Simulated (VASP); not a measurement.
Crystal: WAu.

```
CELL_PARAMETERS angstrom
0.00000 2.74798 2.74798
2.74798 0.00000 2.74798
2.74798 2.74798 0.00000
ATOMIC_POSITIONS crystal
W 0.00000 0.00000 0.00000
Au 0.75000 0.75000 0.75000
```

```yaml
Program: VASP 6.6.1
Task: relaxation of cell and atoms
Functional: RPBE
Dispersion: D3(BJ)
Potentials_or_basis: VASP PAW PBE potentials, release 64 (W_sv, Au)
Cutoff: 600 eV
k_mesh: 8 × 8 × 8
Occupations: fermi-dirac, width 0.05 eV
Spin: no spin polarisation
```

At the start: pressure 5.8 GPa; volume 20.75 Å³/atom.

Problem. Where does the relaxation end?

Solution. Over 4 steps the energy falls by 11.2 meV/atom and the volume is 21.39 Å³/atom (+3.1 %); space group F-43m (No. 216, to 0.05 Å).

The path:
```csv
step,energy change (eV),largest force (eV/Å),pressure (GPa),volume (Å³)
1,0.0000,0.0000,5.79,41.50
2,0.1065,0.0000,-11.28,46.17
3,-0.0223,0.0000,-0.14,42.81
4,-0.0223,0.0000,-0.04,42.78
```

Final structure:
```yaml
crystal:
  lattice:
    - [0.00000, 2.77593, 2.77593]
    - [2.77593, 0.00000, 2.77593]
    - [2.77593, 2.77593, 0.00000]
  atoms:
    - { symbol: W, position: [0.00000, 0.00000, 0.00000] }
    - { symbol: Au, position: [0.75000, 0.75000, 0.75000] }
```

Caveat: the PAW data sets were made with another functional, which shifts forces and pressure a little; pairwise dispersion overbinds metals, which lowers pressure and volume.
